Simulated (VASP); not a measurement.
Input of a VASP 6.6.1 run:

The input POSCAR:

```
Ge
1.0
   -1.6295858483      1.6295858483      1.8978299320
    1.6295858483     -1.6295858483      1.8978299320
    1.6295858483      1.6295858483     -1.8978299320
Ge
1
Direct
    0.5000000000      0.5000000000      0.0000000000
```

INCAR.step1

```
SYSTEM = Ge
PREC = Accurate
ENCUT = 520
EDIFF = 1E-5
ISMEAR = -1
SIGMA = 0.05
LREAL = .FALSE.
LASPH = .TRUE.
NELM = 80
ALGO = Normal
ISIF = 2
LWAVE = .TRUE.
LCHARG = .FALSE.
GGA = PE
NBANDS = 13
```

File INCAR.step2:

```
SYSTEM = Ge
PREC = Accurate
ENCUT = 520
EDIFF = 1E-7
ISMEAR = -1
SIGMA = 0.05
LREAL = .FALSE.
LASPH = .TRUE.
NELM = 80
ALGO = Normal
ISIF = 2
LWAVE = .FALSE.
LCHARG = .FALSE.
METAGGA = R2SCAN
LHFCALC = .TRUE.
AEXX = 0.25
LMIXTAU = .TRUE.
PRECFOCK = Normal
ISTART = 1
NBANDS = 13
```

Contents of KPOINTS:

```
Automatic mesh
0
G
  6 6 6
  0 0 0
```

Potentials or basis: VASP PAW PBE potentials, release 64 (Ge_d).

The run is started by

```bash
$ cat potpaw_PBE.64/Ge_d/POTCAR > POTCAR
$ cp INCAR.step1 INCAR
$ mpirun -np 1 vasp_std > vasp.out
$ cp INCAR.step2 INCAR
$ mpirun -np 1 vasp_std > vasp.out
```

What does it give for the band gap on the k mesh?

Zero (bands 7 and 8 overlap by 13.37 eV).

What does it give for the pressure?

-5.1 GPa.

Stress tensor (GPa, compression positive):
```
 -1.74   0.00   0.00
  0.00  -1.74   0.00
  0.00   0.00 -11.85
```

Caveat: the k points lie up to 0.42 Å⁻¹ apart, too coarse for converged energies and pressures of a metal; the PAW data sets were made with another functional, which shifts forces and pressure a little.
